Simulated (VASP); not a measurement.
**Nb3N2: single point with PBE**

Nb3N2:

```xyz
5
Lattice="-1.5379 2.2022 4.6078 1.5379 -2.2022 4.6078 1.5379 2.2022 -4.6078" Properties=species:S:1:pos:R:3 pbc="T T T"
Nb    1.5379    0.0000    1.5199
Nb    0.0000    2.2022    3.0880
Nb    0.0000    2.2022    0.0000
N     0.0000    0.0000    3.0685
N     0.0000    0.0000    6.1471
```

```yaml
Program: VASP 6.6.1
Task: single point
Functional: PBE
Potentials_or_basis: VASP PAW PBE potentials, release 64 (Nb_sv, N)
Cutoff: 520 eV
k_mesh: 12 × 12 × 12
Occupations: gaussian, width 0.1 eV
Spin: no spin polarisation
```

```json
{
  "Pressure": "-0.5 GPa",
  "Largest force": "0.008 eV/Å"
}
```

Forces on the atoms (eV/Å):
```
Nb   0.000  0.000  0.008
Nb   0.000  0.000 -0.008
Nb   0.000  0.000  0.000
N    0.000  0.000  0.005
N    0.000  0.000 -0.005
```

Levels at points of the mesh, in eV from the Fermi level:
| k point | band 20 | band 21 | band 22 | band 23 | band 24 | band 25 | band 26 | band 27 | band 28 | band 29 |
| --- | --- | --- | --- | --- | --- | --- | --- | --- | --- | --- |
| (0.00, 0.00, 0.00) | -4.44 | -3.82 | -1.36 | -1.18 | -1.14 | -1.01 | 0.22 | 0.27 | 0.68 | 0.85 |
| (0.50, 0.00, 0.00) | -4.95 | -3.05 | -2.10 | -1.44 | -1.00 | -0.14 | 0.09 | 1.82 | 1.82 | 2.12 |
| (0.00, 0.50, 0.00) | -4.78 | -4.29 | -2.93 | -1.96 | -0.80 | 0.07 | 1.85 | 1.90 | 2.43 | 2.55 |
| (0.50, 0.50, 0.00) | -5.85 | -2.43 | -1.69 | -1.68 | -0.84 | 0.81 | 0.99 | 1.89 | 2.06 | 2.73 |
| (0.50, 0.50, 0.50) | -4.74 | -4.33 | -3.08 | -1.89 | -0.27 | 0.02 | 0.21 | 0.37 | 1.57 | 1.74 |

Run time: 15 min on 1 thread of Oxide Virtual Turin-like Processor, on a shared host, peak memory 0.52 GiB.
